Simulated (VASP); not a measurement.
# Pb (Fd-3m) in VASP: notebook, part 2 of 2

VASP 6.6.1. Earlier steps stand in the parts before.

### 3 Single point, LDA (volume scaled by 0.98)

Contents of INCAR:

```
SYSTEM = Pb
PREC = Accurate ; ENCUT = 520
EDIFF = 1E-6 ; ISMEAR = -1
SIGMA = 0.05 ; LREAL = .False.
LASPH = .True. ; NELM = 100
ALGO = Normal ; ISIF = 2
LWAVE = .False. ; LCHARG = .False.
GGA = CA ; NBANDS = 21
```

Contents of KPOINTS:

```
regular mesh
0
Gamma
  7 7 7
  0 0 0
```

Contents of POSCAR:

```
Pb
1.0
    0.0000000000      3.4159188228      3.4159188228
    3.4159188228      0.0000000000      3.4159188228
    3.4159188228      3.4159188228      0.0000000000
Pb
2
Direct
    0.2500000000      0.2500000000      0.2500000000
    0.0000000000      0.0000000000      0.0000000000
```

Potentials or basis: VASP PAW LDA potentials, release 64 (Pb_d).

On the command line:

```console
$ cat potpaw_LDA.64/Pb_d/POTCAR > POTCAR
$ mpirun -np 1 vasp_std > vasp.out
```

OUTCAR:

```text
SYSTEM = Pb
   PREC = Accurate
   ENCUT = 520
   EDIFF = 1E-6
   ISMEAR = -1
   LREAL = .False.
   LASPH = .True.
   NELM = 100
   ISIF = 2
   GGA = CA

 ion  position               nearest neighbor table
   1  0.250  0.250  0.250-   2 2.96   2 2.96   2 2.96   2 2.96
   2  0.000  0.000  0.000-   1 2.96   1 2.96   1 2.96   1 2.96

  LATTYP: Found a face centered cubic cell.
 ALAT       =     6.8318376456

  Lattice vectors:

 A1 = (   0.0000000000,   3.4159188228,   3.4159188228)
 A2 = (   3.4159188228,   0.0000000000,   3.4159188228)
 A3 = (   3.4159188228,   3.4159188228,   0.0000000000)

Analysis of symmetry for initial positions (statically):
=====================================================================
 Subroutine PRICEL returns:
 Original cell was already a primitive cell.

 Routine SETGRP: Setting up the symmetry group for a
 face centered cubic supercell.

 Subroutine GETGRP returns: Found 48 space group operations
 (whereof 24 operations were pure point group operations)
 out of a pool of 48 trial point group operations.

The static configuration has the point symmetry T_d .
 The point group associated with its full space group is O_h .

Analysis of symmetry for dynamics (positions and initial velocities):
=====================================================================
 Subroutine PRICEL returns:
 Original cell was already a primitive cell.

 Routine SETGRP: Setting up the symmetry group for a
 face centered cubic supercell.

 Subroutine GETGRP returns: Found 48 space group operations
 (whereof 24 operations were pure point group operations)
 out of a pool of 48 trial point group operations.

The dynamic configuration has the point symmetry T_d .
 The point group associated with its full space group is O_h .

 Subroutine INISYM returns: Found 48 space group operations
 (whereof 24 operations are pure point group operations),
 and found     1 'primitive' translations

----------------------------------------------------------------------------------------

                                     Primitive cell

  volume of cell :      79.7173

  direct lattice vectors                    reciprocal lattice vectors
     0.000000000  3.415918823  3.415918823    -0.146373502  0.146373502  0.146373502
     3.415918823  0.000000000  3.415918823     0.146373502 -0.146373502  0.146373502
     3.415918823  3.415918823  0.000000000     0.146373502  0.146373502 -0.146373502

  length of vectors
     4.830838727  4.830838727  4.830838727     0.253526342  0.253526342  0.253526342

  position of ions in fractional coordinates (direct lattice)
     0.250000000  0.250000000  0.250000000
     0.000000000  0.000000000  0.000000000

  ion indices of the primitive-cell ions
   primitive index   ion index
                 1           1
                 2           2

----------------------------------------------------------------------------------------

 KPOINTS: regular mesh

Automatic generation of k-mesh.
 Grid dimensions read from file:
 generate k-points for:    7    7    7

 Generating k-lattice:

  Cartesian coordinates                     Fractional coordinates (reciprocal lattice)
    -0.020910500  0.020910500  0.020910500     0.142857143  0.000000000  0.000000000
     0.020910500 -0.020910500  0.020910500     0.000000000  0.142857143  0.000000000
     0.020910500  0.020910500 -0.020910500     0.000000000  0.000000000  0.142857143

  Length of vectors
     0.036218049  0.036218049  0.036218049

  Shift w.r.t. Gamma in fractional coordinates (k-lattice)
     0.000000000  0.000000000  0.000000000

 Subroutine IBZKPT returns following result:
 ===========================================

 Found     20 irreducible k-points:

 Following reciprocal coordinates:
            Coordinates               Weight
  0.000000  0.000000  0.000000      1.000000
  0.142857  0.000000  0.000000      8.000000
  0.285714  0.000000  0.000000      8.000000
  0.428571  0.000000  0.000000      8.000000
  0.142857  0.142857  0.000000      6.000000
  0.285714  0.142857  0.000000     24.000000
[... 12 lines left out ...]
 -0.428571  0.428571  0.142857     24.000000
 -0.285714  0.428571  0.142857     24.000000
   k-points           NKPTS =     20   k-points in BZ     NKDIM =     20   number of bands    NBANDS=     21
   number of dos      NEDOS =    301   number of ions     NIONS =      2
   total plane-waves  NPLWV =  46656
   dimension x,y,z NGX =    36 NGY =   36 NGZ =   36
   dimension x,y,z NGXF=    72 NGYF=   72 NGZF=   72
   ions per type =               2
   NGX,Y,Z   is equivalent  to a cutoff of  12.39, 12.39, 12.39 a.u.
   NGXF,Y,Z  is equivalent  to a cutoff of  24.78, 24.78, 24.78 a.u.
 SYSTEM =  Pb
   PREC   = accura    normal or accurate (medium, high low for compatibility)
   ISTART =      0    job   : 0-new  1-cont  2-samecut
   ICHARG =      2    charge: 1-file 2-atom 10-const
   ISPIN  =      1    spin polarized calculation?
   LNONCOLLINEAR =      F non collinear calculations
   LSORBIT =      F    spin-orbit coupling
   LASPH  =      T    aspherical Exc in radial PAW
   ENCUT  =  520.0 eV  38.22 Ry    6.18 a.u.   8.98  8.98  8.98*2*pi/ulx,y,z
   NELM   =    100;   NELMIN=  2; NELMDL= -5     # of ELM steps
   EDIFF  = 0.1E-05   stopping-criterion for ELM
   LREAL  =      F    real-space projection
   EDIFFG = 0.1E-04   stopping-criterion for IOM
   NSW    =      0    number of steps for IOM
   IBRION =     -1    ionic relax: 0-MD 1-quasi-New 2-CG
   NFREE  =      0    steps in history (QN), initial steepest desc. (CG)
   ISIF   =      2    stress and relaxation
   ISYM   =      2    0-nonsym 1-usesym 2-fastsym
   POTIM  = 0.5000    time-step for ionic-motion
   TEBEG  =    0.0;   TEEND  =   0.0 temperature during run
   PSTRESS=    0.0 pullay stress
   NELECT =      28.0000    total number of electrons
   NUPDOWN=      -1.0000    fix difference up-down
   EMIN   =  10.00;   EMAX   =-10.00  energy-range for DOS
   EFERMI =   0.00;   METHOD = LEGACY
   ISMEAR =    -1;   SIGMA  =   0.05  broadening in eV -4-tet -1-fermi 0-gaus
   EFERMI_NEDOS =   21; number of points for ismear=-14 and -15
   IALGO  =     38    algorithm
   IMIX   =      4    mixing-type and parameters
     AMIX     =   0.40;   BMIX     =  1.00
     AMIX_MAG =   1.60;   BMIX_MAG =  1.00
  volume/ion in A,a.u.               =      39.86       268.98
  Fermi-wavevector in a.u.,A,eV,Ry     =   1.155074  2.182774 18.152851  1.334197
  Thomas-Fermi vector in A             =   2.291706
   LORBIT       =      0    0 simple, 1 ext, 2 COOP (PROOUT), +10 PAW based schemes
   GGA     = CA    functional components
   LHFCALC =     F    Hartree Fock is set to
   AEXX    =    0.0000 exact exchange contribution
   IVDW    =     0    specifies the selected vdW correction
   LEPSILON=     F    determine dielectric tensor
   LRPA    =     F    only Hartree local field effects (RPA)
 non-spin polarized calculation
  energy-cutoff  :      520.00
  volume of cell :       79.72
 maximum number of plane-waves:      2168
   NGX = 17   NGY = 17   NGZ = 17

 number of electron      28.0000009 magnetization

 Free energy of the ion-electron system (eV)
  ---------------------------------------------------
  ext. energy  EPLUGINS =         0.00000000
  ---------------------------------------------------
  free energy    TOTEN  =        -7.89069043 eV

  energy without entropy =       -7.88462488  energy(sigma->0) =       -7.88765766

 E-fermi :   4.2326     XC(G=0):  -8.8492

 val. band max:        4.1997122539   @ k =  -0.1429   0.1429   0.0000
 cond. band min:       4.2539906261   @ k =   0.1429   0.0000   0.0000
 fundamental gap:      0.0542783722
 Fermi energy:         4.2325517714

 k-point     1 :       0.0000    0.0000    0.0000
  band No.  band energies     occupation
      1     -12.9590      2.00000
      2     -12.9590      2.00000
      3     -12.9590      2.00000
      4     -12.8756      2.00000
      5     -12.8756      2.00000
      6     -12.4208      2.00000
[... 13 lines left out ...]
     20      12.1896      0.00000
     21      12.1896      0.00000
[... 433 lines left out ...]
 k-point    20 :      -0.2857    0.4286    0.1429
  band No.  band energies     occupation
      1     -13.0639      2.00000
      2     -13.0453      2.00000
      3     -12.8193      2.00000
      4     -12.7196      2.00000
      5     -12.6766      2.00000
      6     -12.6302      2.00000
[... 13 lines left out ...]
     20      12.8384      0.00000
     21      14.0058      0.00000

------------------------ aborting loop because EDIFF is reached ----------------------------------------

  FORCE on cell =-STRESS in cart. coord.  units (eV):
  Direction    XX          YY          ZZ          XY          YZ          ZX
  --------------------------------------------------------------------------------------
  -------------------------------------------------------------------------------------
  Total       -0.0306995     -0.0306995     -0.0306995     -0.0000000      0.0000000     -0.0000000
  in kB       -0.6170056     -0.6170056     -0.6170056     -0.0000000      0.0000000     -0.0000000
  external PRESSURE =      -0.6170056 kB  Pullay stress =       0.0000000 kB

 VOLUME and BASIS-vectors are now :
 -----------------------------------------------------------------------------
  energy-cutoff  :      520.00
  volume of cell :       79.72
      direct lattice vectors                 reciprocal lattice vectors
     0.000000000  3.415918823  3.415918823    -0.146373502  0.146373502  0.146373502
     3.415918823  0.000000000  3.415918823     0.146373502 -0.146373502  0.146373502
     3.415918823  3.415918823  0.000000000     0.146373502  0.146373502 -0.146373502

 POSITION                                       TOTAL-FORCE (eV/Angst)
 -----------------------------------------------------------------------------------
      1.70796      1.70796      1.70796         0.000000      0.000000      0.000000
      0.00000      0.00000      0.00000        -0.000000     -0.000000     -0.000000
 -----------------------------------------------------------------------------------
    total drift:                                0.000000      0.000000     -0.000000

  FREE ENERGIE OF THE ION-ELECTRON SYSTEM (eV)
  ---------------------------------------------------
  free  energy   TOTEN  =        -7.8906904282 eV

  energy  without entropy=       -7.8846248845  energy(sigma->0) =       -7.88765766
```

OSZICAR:

```text
N       E                     dE             d eps       ncg     rms          rms(c)
DAV:   1     0.299205683064E+03    0.29921E+03   -0.13892E+04   840   0.147E+03
DAV:   2     0.146410229930E+02   -0.28456E+03   -0.27809E+03   855   0.399E+02
DAV:   3    -0.713981787109E+01   -0.21781E+02   -0.21652E+02  1023   0.139E+02
DAV:   4    -0.791629829192E+01   -0.77648E+00   -0.77611E+00   980   0.310E+01
DAV:   5    -0.796218626398E+01   -0.45888E-01   -0.45887E-01  1281   0.681E+00    0.158E+00
DAV:   6    -0.791341683120E+01    0.48769E-01   -0.39783E-02  1190   0.262E+00    0.873E-01
DAV:   7    -0.789074432100E+01    0.22673E-01   -0.33836E-02  1151   0.217E+00    0.148E-01
DAV:   8    -0.789064110927E+01    0.10321E-03   -0.41053E-03  1064   0.766E-01    0.370E-02
DAV:   9    -0.789069626710E+01   -0.55158E-04   -0.22901E-04  1051   0.200E-01    0.156E-02
DAV:  10    -0.789069024856E+01    0.60185E-05   -0.30876E-05  1146   0.827E-02    0.343E-03
DAV:  11    -0.789069042824E+01   -0.17968E-06   -0.21431E-06   817   0.134E-02
   1 F= -.78906904E+01 E0= -.78876577E+01  d E =-.606554E-02
```

stdout:

```text
POSCAR found type information on POSCAR Pb
 POSCAR found :  1 types and       2 ions
 scaLAPACK will be used
 LDA part: xc-table for (Slater(with rela. corr.)+CA(PZ))
 , standard interpolation
 POSCAR, INCAR and KPOINTS ok, starting setup
 FFT: planning ... GRIDC
 FFT: planning ... GRID_SOFT
 FFT: planning ... GRID
 WAVECAR not read
 entering main loop
```

It took 37 s on 1 thread of AMD EPYC 7R13, shared host; peak memory 0.15 GiB.

What came out:

* Free energy: -7.8907 eV
* Pressure: -0.1 GPa
* Band gap on the k mesh: zero (band 14 reaches 4.65 eV, above the bottom of band 15 at 3.50 eV)

Levels at points of the mesh, in eV from the Fermi level:
```
           k point  band 12  band 13  band 14  band 15  band 16  band 17
(0.00, 0.00, 0.00)    -3.84     0.41     0.41     0.41     2.41     2.41
```

Caveat: spin-orbit coupling is left out, which moves the levels of the heavy elements.
